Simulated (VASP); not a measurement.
# C (I4_1/amd) in VASP: notebook

C is run at these levels: PBEsol; tasks: single point.

Program: VASP 6.6.1. These are calculated values, not measurements. Logs are shortened: lines on timing, memory, paths and dates and some standing lists are left out, and cuts for length are marked.

### 1 The cell of the first run

Symmetry: I4_1/amd, No. 141, tetragonal system. The conventional cell has a = 2.613 Å, b = 2.613 Å, c = 3.838 Å, α = 90.00°, β = 90.00°, γ = 90.00°. C (site symmetry -4m2) has 4 C at 1.62 Å within 2.2 Å.

### 2 Single point, PBEsol (strain +0.040 along x and y, +0.080 along z)

File INCAR:

```
PREC = Accurate ; ENCUT = 520
EDIFF = 1E-7 ; ISMEAR = 0
SIGMA = 0.05 ; LREAL = False
LASPH = True ; NELM = 60
ALGO = Normal ; ISIF = 2
LWAVE = False ; LCHARG = False
GGA = PS ; NBANDS = 11
```

File KPOINTS:

```
regular mesh
0
Gamma
  12 12 12
```

File POSCAR:

```
C
1.0
    0.0000000000      1.8479807985      1.9190569830
    1.8479807985      0.0000000000      1.9190569830
    1.8479807985      1.8479807985      0.0000000000
C
2
Direct
    0.5000000000      0.5000000000      0.5000000000
    0.7500000000      0.7500000000      0.7500000000
```

Potentials or basis: VASP PAW PBE potentials, release 64 (C).

Launch:

```console
> cat potpaw_PBE.64/C/POTCAR > POTCAR
> mpirun -np 1 vasp_std > vasp.out
```

OUTCAR:

```text
PREC = Accurate
   ENCUT = 520
   EDIFF = 1E-7
   ISMEAR = 0
   LREAL = False
   LASPH = True
   NELM = 60
   ISIF = 2
   GGA = PS

 ion  position               nearest neighbor table
   1  0.500  0.500  0.500-   2 1.62   2 1.62   2 1.62   2 1.62
   2  0.750  0.750  0.750-   1 1.62   1 1.62   1 1.62   1 1.62

  LATTYP: Found a body centered tetragonal cell.
 ALAT       =     2.6134395082
 C/A-ratio  =     1.4686063917

  Lattice vectors:

 A1 = (  -1.8479807985,   0.0000000000,   1.9190569830)
 A2 = (   1.8479807985,   0.0000000000,   1.9190569830)
 A3 = (   0.0000000000,   1.8479807985,  -1.9190569830)

Analysis of symmetry for initial positions (statically):
=====================================================================
 Subroutine PRICEL returns:
 Original cell was already a primitive cell.

 Routine SETGRP: Setting up the symmetry group for a
 body centered tetragonal supercell.

 Subroutine GETGRP returns: Found 16 space group operations
 (whereof  8 operations were pure point group operations)
 out of a pool of 16 trial point group operations.

The static configuration has the point symmetry D_2d.
 The point group associated with its full space group is D_4h.

Analysis of symmetry for dynamics (positions and initial velocities):
=====================================================================
 Subroutine PRICEL returns:
 Original cell was already a primitive cell.

 Routine SETGRP: Setting up the symmetry group for a
 body centered tetragonal supercell.

 Subroutine GETGRP returns: Found 16 space group operations
 (whereof  8 operations were pure point group operations)
 out of a pool of 16 trial point group operations.

The dynamic configuration has the point symmetry D_2d.
 The point group associated with its full space group is D_4h.

 Subroutine INISYM returns: Found 16 space group operations
 (whereof  8 operations are pure point group operations),
 and found     1 'primitive' translations

----------------------------------------------------------------------------------------

                                     Primitive cell

  volume of cell :      13.1073

  direct lattice vectors                    reciprocal lattice vectors
     0.000000000  1.847980799  1.919056983    -0.270565582  0.270565582  0.260544634
     1.847980799  0.000000000  1.919056983     0.270565582 -0.270565582  0.260544634
     1.847980799  1.847980799  0.000000000     0.270565582  0.270565582 -0.260544634

  length of vectors
     2.664172054  2.664172054  2.613439508     0.462920052  0.462920052  0.462920052

  position of ions in fractional coordinates (direct lattice)
     0.500000000  0.500000000  0.500000000
     0.750000000  0.750000000  0.750000000

  ion indices of the primitive-cell ions
   primitive index   ion index
                 1           1
                 2           2

----------------------------------------------------------------------------------------

 KPOINTS: regular mesh

Automatic generation of k-mesh.
 Grid dimensions read from file:
 generate k-points for:   12   12   12

 Generating k-lattice:

  Cartesian coordinates                     Fractional coordinates (reciprocal lattice)
    -0.022547132  0.022547132  0.021712053     0.083333333  0.000000000  0.000000000
     0.022547132 -0.022547132  0.021712053     0.000000000  0.083333333  0.000000000
     0.022547132  0.022547132 -0.021712053     0.000000000  0.000000000  0.083333333

  Length of vectors
     0.038576671  0.038576671  0.038576671

  Shift w.r.t. Gamma in fractional coordinates (k-lattice)
     0.000000000  0.000000000  0.000000000

 Subroutine IBZKPT returns following result:
 ===========================================

 Found    163 irreducible k-points:

 Following reciprocal coordinates:
            Coordinates               Weight
  0.000000  0.000000  0.000000      1.000000
  0.083333  0.000000  0.000000      8.000000
  0.166667  0.000000  0.000000      8.000000
  0.250000  0.000000  0.000000      8.000000
  0.333333  0.000000  0.000000      8.000000
  0.416667  0.000000  0.000000      8.000000
[... 16 lines left out ...]
  0.500000  0.166667  0.000000      8.000000
 -0.416667  0.166667  0.000000      8.000000
 [... further k-points ...]
   k-points           NKPTS =    163   k-points in BZ     NKDIM =    163   number of bands    NBANDS=     11
   number of dos      NEDOS =    301   number of ions     NIONS =      2
   total plane-waves  NPLWV =   8000
   dimension x,y,z NGX =    20 NGY =   20 NGZ =   20
   dimension x,y,z NGXF=    40 NGYF=   40 NGZF=   40
   ions per type =               2
   NGX,Y,Z   is equivalent  to a cutoff of  12.48, 12.48, 12.72 a.u.
   NGXF,Y,Z  is equivalent  to a cutoff of  24.96, 24.96, 25.44 a.u.
 SYSTEM =  unknown system
   PREC   = accura    normal or accurate (medium, high low for compatibility)
   ISTART =      0    job   : 0-new  1-cont  2-samecut
   ICHARG =      2    charge: 1-file 2-atom 10-const
   ISPIN  =      1    spin polarized calculation?
   LNONCOLLINEAR =      F non collinear calculations
   LSORBIT =      F    spin-orbit coupling
   LASPH  =      T    aspherical Exc in radial PAW
   ENCUT  =  520.0 eV  38.22 Ry    6.18 a.u.   4.95  4.95  4.86*2*pi/ulx,y,z
   NELM   =     60;   NELMIN=  2; NELMDL= -5     # of ELM steps
   EDIFF  = 0.1E-06   stopping-criterion for ELM
   LREAL  =      F    real-space projection
   EDIFFG = 0.1E-05   stopping-criterion for IOM
   NSW    =      0    number of steps for IOM
   IBRION =     -1    ionic relax: 0-MD 1-quasi-New 2-CG
   NFREE  =      0    steps in history (QN), initial steepest desc. (CG)
   ISIF   =      2    stress and relaxation
   ISYM   =      2    0-nonsym 1-usesym 2-fastsym
   POTIM  = 0.5000    time-step for ionic-motion
   TEBEG  =    0.0;   TEEND  =   0.0 temperature during run
   PSTRESS=    0.0 pullay stress
   NELECT =       8.0000    total number of electrons
   NUPDOWN=      -1.0000    fix difference up-down
   EMIN   =  10.00;   EMAX   =-10.00  energy-range for DOS
   EFERMI =   0.00;   METHOD = LEGACY
   ISMEAR =     0;   SIGMA  =   0.05  broadening in eV -4-tet -1-fermi 0-gaus
   EFERMI_NEDOS =   21; number of points for ismear=-14 and -15
   IALGO  =     38    algorithm
   IMIX   =      4    mixing-type and parameters
     AMIX     =   0.40;   BMIX     =  1.00
     AMIX_MAG =   1.60;   BMIX_MAG =  1.00
  volume/ion in A,a.u.               =       6.55        44.23
  Fermi-wavevector in a.u.,A,eV,Ry     =   1.388675  2.624215 26.237717  1.928418
  Thomas-Fermi vector in A             =   2.512778
   LORBIT       =      0    0 simple, 1 ext, 2 COOP (PROOUT), +10 PAW based schemes
   GGA     = PS    functional components
   LHFCALC =     F    Hartree Fock is set to
   AEXX    =    0.0000 exact exchange contribution
   IVDW    =     0    specifies the selected vdW correction
   LEPSILON=     F    determine dielectric tensor
   LRPA    =     F    only Hartree local field effects (RPA)
 non-spin polarized calculation
 Gauss-broadening in eV      SIGMA  =   0.05
  energy-cutoff  :      520.00
  volume of cell :       13.11
 maximum number of plane-waves:       366
   NGX =  9   NGY =  9   NGZ =  9

 number of electron       8.0000000 magnetization

 Free energy of the ion-electron system (eV)
  ---------------------------------------------------
  ext. energy  EPLUGINS =         0.00000000
  ---------------------------------------------------
  free energy    TOTEN  =       -18.88141098 eV

  energy without entropy =      -18.88141098  energy(sigma->0) =      -18.88141098

 E-fermi :   8.1755     XC(G=0): -12.7330

 val. band max:        7.9094914843   @ k =   0.0000   0.0000   0.0000
 cond. band min:      11.1922903609   @ k =   0.3333   0.0000   0.3333
 fundamental gap:      3.2827988766
 Fermi energy:         8.1754542048

 k-point     1 :       0.0000    0.0000    0.0000
  band No.  band energies     occupation
      1     -11.9443      2.00000
      2       7.3763      2.00000
      3       7.9095      2.00000
      4       7.9095      2.00000
      5      12.7449      0.00000
      6      12.7449      0.00000
      7      13.1740      0.00000
      8      17.9412      0.00000
      9      24.9502      0.00000
     10      31.6026      0.00000
     11      32.2518      0.00000

 k-point     2 :       0.0833    0.0000    0.0000
  band No.  band energies     occupation
      1     -11.7698      2.00000
      2       6.5608      2.00000
      3       7.3352      2.00000
      4       7.6407      2.00000
      5      13.1154      0.00000
      6      13.1576      0.00000
      7      13.6614      0.00000
      8      18.1974      0.00000
      9      25.2605      0.00000
     10      29.8234      0.00000
     11      31.3463      0.00000

 k-point     3 :       0.1667    0.0000    0.0000
  band No.  band energies     occupation
      1     -11.2491      2.00000
      2       4.3185      2.00000
      3       6.6484      2.00000
      4       7.0565      2.00000
      5      13.8065      0.00000
      6      13.9423      0.00000
      7      14.4890      0.00000
      8      18.9615      0.00000
      9      25.9151      0.00000
     10      28.6062      0.00000
     11      29.7376      0.00000

 k-point     4 :       0.2500    0.0000    0.0000
  band No.  band energies     occupation
      1     -10.3921      2.00000
      2       1.7503      2.00000
      3       5.9721      2.00000
      4       6.4546      2.00000
      5      14.2061      0.00000
      6      14.7698      0.00000
      7      15.1431      0.00000
      8      20.0306      0.00000
      9      26.3211      0.00000
     10      28.4789      0.00000
     11      29.1258      0.00000
[... 239 lines left out ...]
 k-point    22 :       0.4167    0.1667    0.0000
  band No.  band energies     occupation
      1      -8.2897      2.00000
      2      -1.0687      2.00000
      3       3.5172      2.00000
      4       4.4912      2.00000
      5      14.1821      0.00000
      6      16.8673      0.00000
      7      17.6464      0.00000
      8      19.4779      0.00000
      9      26.6109      0.00000
     10      27.2793      0.00000
     11      33.1414      0.00000

 k-point    23 :       0.5000    0.1667    0.0000
  band No.  band energies     occupation
      1      -6.9197      2.00000
      2      -3.0406      2.00000
      3       2.8710      2.00000
      4       4.5839      2.00000
      5      14.5801      0.00000
      6      16.8479      0.00000
      7      17.4668      0.00000
      8      20.8478      0.00000
      9      25.9037      0.00000
     10      28.6282      0.00000
     11      32.2857      0.00000

 k-point    24 :      -0.4167    0.1667    0.0000
  band No.  band energies     occupation
      1      -6.4536      2.00000
      2      -3.6026      2.00000
      3       2.4674      2.00000
      4       4.9237      2.00000
      5      14.9892      0.00000
      6      16.7990      0.00000
      7      17.0198      0.00000
      8      21.4424      0.00000
      9      25.6182      0.00000
     10      29.4919      0.00000
     11      30.2915      0.00000

 [... further k-points ...]
[... 5 lines left out ...]
  --------------------------------------------------------------------------------------
  -------------------------------------------------------------------------------------
  Total       -3.4015617     -3.4015617     -5.9042935      0.0000000      0.0000000      0.0000000
  in kB     -415.7920320   -415.7920320   -721.7150280      0.0000000      0.0000000      0.0000000
  external PRESSURE =    -517.7663640 kB  Pullay stress =       0.0000000 kB

 VOLUME and BASIS-vectors are now :
 -----------------------------------------------------------------------------
  energy-cutoff  :      520.00
  volume of cell :       13.11
      direct lattice vectors                 reciprocal lattice vectors
     0.000000000  1.847980799  1.919056983    -0.270565582  0.270565582  0.260544634
     1.847980799  0.000000000  1.919056983     0.270565582 -0.270565582  0.260544634
     1.847980799  1.847980799  0.000000000     0.270565582  0.270565582 -0.260544634

 POSITION                                       TOTAL-FORCE (eV/Angst)
 -----------------------------------------------------------------------------------
      1.84798      1.84798      1.91906         0.000000      0.000000      0.000000
      2.77197      2.77197      2.87859        -0.000000     -0.000000     -0.000000
 -----------------------------------------------------------------------------------
    total drift:                                0.000000     -0.000000      0.000000

  FREE ENERGIE OF THE ION-ELECTRON SYSTEM (eV)
  ---------------------------------------------------
  free  energy   TOTEN  =       -18.8814109773 eV

  energy  without entropy=      -18.8814109773  energy(sigma->0) =      -18.88141098
```

Wall time 30 s (1 thread of Intel Xeon 8259CL, shared host); peak memory 0.13 GiB.

Results:

| Item | Value |
| --- | --- |
| Free energy | -18.8814 eV |
| Pressure | -51.8 GPa |
| Band gap on the k mesh | 3.28 eV, indirect (least direct gap 4.84 eV) |

Stress tensor (GPa, compression positive):
```
-41.58   0.00   0.00
  0.00 -41.58   0.00
  0.00   0.00 -72.17
```

Caveat: the cell differs from its parent crystal (strain +0.040 along x and y, +0.080 along z); the PAW data sets were made with another functional, which shifts forces and pressure a little. A k mesh can miss the band edges.

### 3 Single point, PBEsol (strain +0.080 along x and y, +0.040 along z)

File INCAR:

```
SYSTEM = C
PREC     = Accurate       ! precision mode
ENCUT    = 520            ! plane-wave cutoff, eV
EDIFF    = 1E-6           ! SCF threshold, eV
ISMEAR   = 0              ! smearing method
SIGMA    = 0.05           ! smearing width, eV
LREAL    = .False.        ! projectors in reciprocal space
LASPH    = .True.         ! aspherical terms in the spheres
NELM     = 100            ! most SCF steps
ALGO     = Normal         ! electronic algorithm
ISIF     = 2              ! what is computed and relaxed
LWAVE    = .False.        ! write WAVECAR
LCHARG   = .False.        ! write CHGCAR
GGA      = PS             ! functional
NBANDS   = 11             ! bands
```

File KPOINTS:

```
regular mesh
0
Gamma
  12 12 12
  0 0 0
```

File POSCAR:

```
C
1.0
    0.0000000000      1.9190569830      1.8479807985
    1.9190569830      0.0000000000      1.8479807985
    1.9190569830      1.9190569830      0.0000000000
C
2
Direct
    0.5000000000      0.5000000000      0.5000000000
    0.7500000000      0.7500000000      0.7500000000
```

Potentials or basis: VASP PAW PBE potentials, release 64 (C).

Launch:

```console
> cat potpaw_PBE.64/C/POTCAR > POTCAR
> mpirun -np 1 vasp_std > vasp.out
```

Run time: 30 s. Hardware: 1 thread of Intel Xeon 8259CL, shared host; peak memory 0.13 GiB.

It converged, with:

| Quantity | Value |
| --- | --- |
| Free energy | -18.7070 eV |
| Pressure | -60.1 GPa |
| Band gap on the k mesh | 2.81 eV, indirect (least direct gap 4.45 eV) |

Stress tensor (GPa, compression positive):
```
-69.10   0.00   0.00
  0.00 -69.10   0.00
  0.00   0.00 -41.98
```

Levels at points of the mesh, in eV from the valence-band top:
```
           k point  band 2  band 3  band 4  band 5  band 6  band 7
(0.00, 0.00, 0.00)   -0.48   -0.48    0.00    4.45    4.88    4.88
(0.50, 0.00, 0.00)  -11.92   -2.97   -2.41    5.97    7.19    7.62
(0.50, 0.50, 0.00)  -11.58   -5.94   -5.94    3.39    3.39   13.99
(0.50, 0.00, 0.50)  -12.07   -5.46   -5.46    4.15    4.15   13.76
```

Caveat: the cell differs from its parent crystal (strain +0.080 along x and y, +0.040 along z); the PAW data sets were made with another functional, which shifts forces and pressure a little.

### 4 Single point, PBEsol (strain +0.000 along x and y, -0.040 along z)

File INCAR:

```
SYSTEM = C
  PREC = Accurate
  ENCUT = 910
  EDIFF = 1E-6
  ISMEAR = 0
  SIGMA = 0.05
  LREAL = .False.
  LASPH = .True.
  NELM = 120
  ALGO = Normal
  ISIF = 2
  LWAVE = .False.
  LCHARG = .True.
  GGA = PS
  LELF = .True.
  LVHAR = .True.
  NBANDS = 11
  GGA_COMPAT = .False.
```

File KPOINTS:

```
Automatic mesh
0
Gamma
  12 12 12
  0 0 0
```

File POSCAR:

```
C
1.0
    0.0000000000      1.7769046139      1.7058284293
    1.7769046139      0.0000000000      1.7058284293
    1.7769046139      1.7769046139      0.0000000000
C
2
Direct
    0.5000000000      0.5000000000      0.5000000000
    0.7500000000      0.7500000000      0.7500000000
```

Potentials or basis: VASP PAW PBE potentials, release 64 (C_h).

Launch:

```console
> cat potpaw_PBE.64/C_h/POTCAR > POTCAR
> mpirun -np 1 vasp_std > vasp.out
```

It took 18 s on 1 thread of Intel Xeon Platinum 8375C at 2.90GHz (Ice Lake), shared host; peak memory 0.16 GiB.

Results (log left out):

* Free energy: -19.2128 eV
* Pressure: 19.8 GPa
* Band gap on the k mesh: 3.11 eV, indirect (least direct gap 4.96 eV)

Stress tensor (GPa, compression positive):
```
 7.20  0.00  0.00
 0.00  7.20  0.00
 0.00  0.00 45.12
```

Levels at points of the mesh, in eV from the valence-band top:
```
           k point  band 1  band 2  band 3  band 4  band 5  band 6  band 7  band 8
(0.00, 0.00, 0.00)  -22.63   -0.61   -0.61    0.00    4.96    5.47    5.47   14.15
(0.50, 0.00, 0.00)  -16.49  -14.45   -3.72   -2.98    7.90    7.99    9.64   15.57
(0.50, 0.50, 0.00)  -13.10  -13.10   -7.47   -7.47    3.65    3.65   17.30   17.30
(0.50, 0.00, 0.50)  -13.78  -13.78   -6.83   -6.83    4.65    4.65   17.02   17.02
```

Caveat: the cell differs from its parent crystal (strain +0.000 along x and y, -0.040 along z); the cutoff is under 1.25 times the usual one of these potentials, so pressure, stress and relaxed cells hold a basis-set (Pulay) error; the PAW data sets were made with another functional, which shifts forces and pressure a little. A k mesh can miss the band edges.

### 5 The runs side by side

| potentials or basis | cell | cutoff (eV) | second run | gap on the mesh (eV) | pressure (GPa) |
| --- | --- | --- | --- | --- | --- |
| VASP PAW PBE potentials, release 64 (C) | a = 2.664, b = 2.664, c = 2.613 Å, angles 60.6, 60.6, 58.7°, 2 atoms | 520 | - | 3.28 | -51.8 |
| VASP PAW PBE potentials, release 64 (C) | a = 2.664, b = 2.664, c = 2.714 Å, angles 59.4, 59.4, 61.2°, 2 atoms | 520 | - | 2.81 | -60.1 |
| VASP PAW PBE potentials, release 64 (C_h) | a = 2.463, b = 2.463, c = 2.513 Å, angles 59.3, 59.3, 61.3°, 2 atoms | 910 | hard_potentials | 3.11 | 19.8 |

Alike in all rows: task single point; level PBEsol; no spin polarisation; k mesh 12 × 12 × 12; smearing gaussian 0.05 eV.

Caveats: the PAW data sets were made with another functional, which shifts forces and pressure a little; the cutoff is under 1.25 times the usual one of these potentials, so pressure, stress and relaxed cells hold a basis-set (Pulay) error (some runs).

Total energies depend on the potentials used, so only differences within one code and one set of settings carry meaning.
